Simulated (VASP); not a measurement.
# GaIr (Pm-3m) in VASP: vibrations by perturbation theory with LDA

Aim: the vibrations by perturbation theory of GaIr with LDA.

All numbers are computed with VASP 6.6.1; they aren't measurements. Logs are shortened: lines on timing, memory, paths and dates and some standing lists are left out, and cuts for length are marked.

**1. The cell of the first run**

It takes space group Pm-3m (No. 221, cubic). Conventional cell: a = 3.004 Å, b = 3.004 Å, c = 3.004 Å, α = 90.00°, β = 90.00°, γ = 90.00°. Ga (site symmetry m-3m) has 8 Ir at 2.60 Å and 6 Ga at 3.00 Å within 3.4 Å. Ir (site symmetry m-3m) has 8 Ga at 2.60 Å and 6 Ir at 3.00 Å within 3.4 Å.

**2. Vibrations by perturbation theory, LDA**

File INCAR:

```
PREC = Accurate ; ENCUT = 520
EDIFF = 1E-8 ; ISMEAR = -1
SIGMA = 0.15 ; LREAL = False
LASPH = True ; NELM = 60
ALGO = Normal ; ISIF = 2
LWAVE = False ; LCHARG = True
GGA = CA ; NBANDS = 18
IBRION = 8 ; NSW = 1
```

File KPOINTS:

```
Automatic mesh
0
Gamma
  10 10 10
```

File POSCAR:

```
GaIr
1.0
    3.0040000000      0.0000000000      0.0000000000
    0.0000000000      3.0040000000      0.0000000000
    0.0000000000      0.0000000000      3.0040000000
Ga Ir
1 1
Direct
    0.0000000000      0.0000000000      0.0000000000
    0.5000000000      0.5000000000      0.5000000000
```

Potentials or basis: VASP PAW LDA potentials, release 64 (Ga_d, Ir).

Started as:

```sh
> cat potpaw_LDA.64/Ga_d/POTCAR potpaw_LDA.64/Ir/POTCAR > POTCAR
> mpirun -np 1 vasp_std > vasp.out
```

OUTCAR:

```text
PREC = Accurate
   ENCUT = 520
   EDIFF = 1E-8
   ISMEAR = -1
   LREAL = False
   LASPH = True
   NELM = 60
   ISIF = 2
   GGA = CA
   IBRION = 8
   NSW = 1

 ion  position               nearest neighbor table
   1  0.000  0.000  0.000-   2 2.60   2 2.60   2 2.60   2 2.60   2 2.60   2 2.60   2 2.60   2 2.60

   2  0.500  0.500  0.500-   1 2.60   1 2.60   1 2.60   1 2.60   1 2.60   1 2.60   1 2.60   1 2.60

  LATTYP: Found a simple cubic cell.
 ALAT       =     3.0040000000

  Lattice vectors:

 A1 = (   3.0040000000,   0.0000000000,   0.0000000000)
 A2 = (   0.0000000000,   3.0040000000,   0.0000000000)
 A3 = (   0.0000000000,   0.0000000000,   3.0040000000)

Analysis of symmetry for initial positions (statically):
=====================================================================
 Subroutine PRICEL returns:
 Original cell was already a primitive cell.

 Routine SETGRP: Setting up the symmetry group for a
 simple cubic supercell.

 Subroutine GETGRP returns: Found 48 space group operations
 (whereof 48 operations were pure point group operations)
 out of a pool of 48 trial point group operations.

The static configuration has the point symmetry O_h .

Analysis of symmetry for dynamics (positions and initial velocities):
=====================================================================
 Subroutine PRICEL returns:
 Original cell was already a primitive cell.

 Routine SETGRP: Setting up the symmetry group for a
 simple cubic supercell.

 Subroutine GETGRP returns: Found 48 space group operations
 (whereof 48 operations were pure point group operations)
 out of a pool of 48 trial point group operations.

The dynamic configuration has the point symmetry O_h .

 Subroutine INISYM returns: Found 48 space group operations
 (whereof 48 operations are pure point group operations),
 and found     1 'primitive' translations

[... 665 lines left out ...]
  external PRESSURE =       0.4437078 kB  Pullay stress =       0.0000000 kB

 VOLUME and BASIS-vectors are now :
 -----------------------------------------------------------------------------
  energy-cutoff  :      520.00
  volume of cell :       27.11
      direct lattice vectors                 reciprocal lattice vectors
     3.004000000  0.000000000  0.000000000     0.332889481  0.000000000  0.000000000
     0.000000000  3.004000000  0.000000000     0.000000000  0.332889481  0.000000000
     0.000000000  0.000000000  3.004000000     0.000000000  0.000000000  0.332889481

 POSITION                                       TOTAL-FORCE (eV/Angst)
 -----------------------------------------------------------------------------------
      0.00000      0.00000      0.00000         0.000000      0.000000      0.000000
      1.50200      1.50200      1.50200         0.000000      0.000000      0.000000
 -----------------------------------------------------------------------------------
    total drift:                                0.000000      0.000000     -0.000000

  FREE ENERGIE OF THE ION-ELECTRON SYSTEM (eV)
  ---------------------------------------------------
  free  energy   TOTEN  =       -14.8007787964 eV

  energy  without entropy=      -14.7479111970  energy(sigma->0) =      -14.77434500

[... ionic steps 2 to 3 ...]

--------------------------------------- Ionic step        4  -------------------------------------------

------------------------ aborting loop because EDIFF is reached ----------------------------------------

[... ionic steps 5 to 6 ...]

--------------------------------------- Ionic step        7  -------------------------------------------

 Free energy of the ion-electron system (eV)
  ---------------------------------------------------
  ---------------------------------------------------
  free energy    TOTEN  =        -0.19197187 eV

  energy without entropy =       -0.19197187

------------------------ aborting loop because EDIFF is reached ----------------------------------------

 INTERNAL STRAIN TENSOR  FOR ION    2  DIRECTION 1   (eV/Angst):
 -----------------------------------------------------------------------------
     0.00913  0.00000 -0.00000
     0.00000  0.01366 -0.00000
    -0.00000 -0.00000  0.01366

 INTERNAL STRAIN TENSOR FOR ION    2 for displacements in x,y,z  (eV/Angst):
          X           Y           Z          XY          YZ          ZX
  --------------------------------------------------------------------------------
  x     0.00000     0.00000     0.00000     0.00000     0.00000     0.00000
  y     0.00000     0.00000     0.00000     0.00000     0.00000     0.00000
  z     0.00000     0.00000     0.00000     0.00000     0.00000     0.00000

 SECOND DERIVATIVES (NOT SYMMETRIZED)
 ------------------------------------
               1X          1Y          1Z          2X          2Y          2Z
  1X    -6.228619   -0.000000    0.000000    6.228619    0.000000   -0.000000
  1Y    -0.000000   -6.228619   -0.000000    0.000000    6.228619    0.000000
  1Z    -0.000000   -0.000000   -6.228619    0.000000    0.000000    6.228619
  2X     6.208614    0.000000   -0.000000   -6.208614   -0.000000    0.000000
  2Y     0.000000    6.208614   -0.000000   -0.000000   -6.208614    0.000000
  2Z    -0.000000    0.000000    6.208614    0.000000    0.000000   -6.208614

 Eigenvectors and eigenvalues of the dynamical matrix
 ----------------------------------------------------

   1 f  =    5.452267 THz    34.257601 2PiTHz  181.868037 cm-1    22.548753 meV
             X         Y         Z           dx          dy          dz
      0.000000  0.000000  0.000000     0.857001    0.000000    0.000000
      1.502000  1.502000  1.502000    -0.515314   -0.000000    0.000000
[... 21 lines left out ...]
   6 f/i=    0.003873 THz     0.024334 2PiTHz    0.129186 cm-1     0.016017 meV
             X         Y         Z           dx          dy          dz
      0.000000  0.000000  0.000000    -0.017231   -0.036857    0.513705
      1.502000  1.502000  1.502000    -0.028656   -0.061296    0.854326

--------------------------------------------------------------------------------------------------------

 ELASTIC MODULI CONTR FROM IONIC RELAXATION (kBar)
 Direction    XX          YY          ZZ          XY          YZ          ZX
 --------------------------------------------------------------------------------
 XX           0.0000      0.0000      0.0000      0.0000      0.0000      0.0000
 YY           0.0000      0.0000      0.0000      0.0000      0.0000      0.0000
 ZZ           0.0000      0.0000      0.0000      0.0000      0.0000      0.0000
 XY           0.0000      0.0000      0.0000      0.0000      0.0000      0.0000
 YZ           0.0000      0.0000      0.0000      0.0000      0.0000      0.0000
 ZX           0.0000      0.0000      0.0000      0.0000      0.0000      0.0000
 --------------------------------------------------------------------------------
```

OSZICAR:

```text
N       E                     dE             d eps       ncg     rms          rms(c)
DAV:   1     0.129256282283E+03    0.12926E+03   -0.11239E+04  2262   0.211E+03
DAV:   2    -0.705770130962E+01   -0.13631E+03   -0.13057E+03  2020   0.370E+02
DAV:   3    -0.152170354955E+02   -0.81593E+01   -0.80740E+01  2258   0.845E+01
DAV:   4    -0.153356481937E+02   -0.11861E+00   -0.11852E+00  2288   0.100E+01
[... 42 lines left out ...]
RMM:  10    -0.191971740835E+00    0.59762E-06   -0.15703E-08  9199   0.223E-04    0.190E-05
RMM:  11    -0.191971847062E+00   -0.10623E-06   -0.14939E-08  9166   0.156E-04    0.356E-06
RMM:  12    -0.191971861327E+00   -0.14265E-07   -0.14688E-08  9864   0.131E-04    0.139E-06
RMM:  13    -0.191971865145E+00   -0.38175E-08   -0.14816E-08  9405   0.122E-04    0.473E-07
 Linear response finished
```

Run time: 3.9 min. Hardware: 1 thread of Intel Xeon 8259CL, shared host; peak memory 0.27 GiB.

What came out:

| Quantity | Value |
| --- | --- |
| Highest phonon frequency at Γ | 182 cm⁻¹ |

Phonon frequencies in cm⁻¹ (negative: imaginary):
```
              q point        frequencies
(0.000, 0.000, 0.000)  0 0 0 182 182 182
```

Caveat: spin-orbit coupling is left out, which moves the levels of the heavy elements.
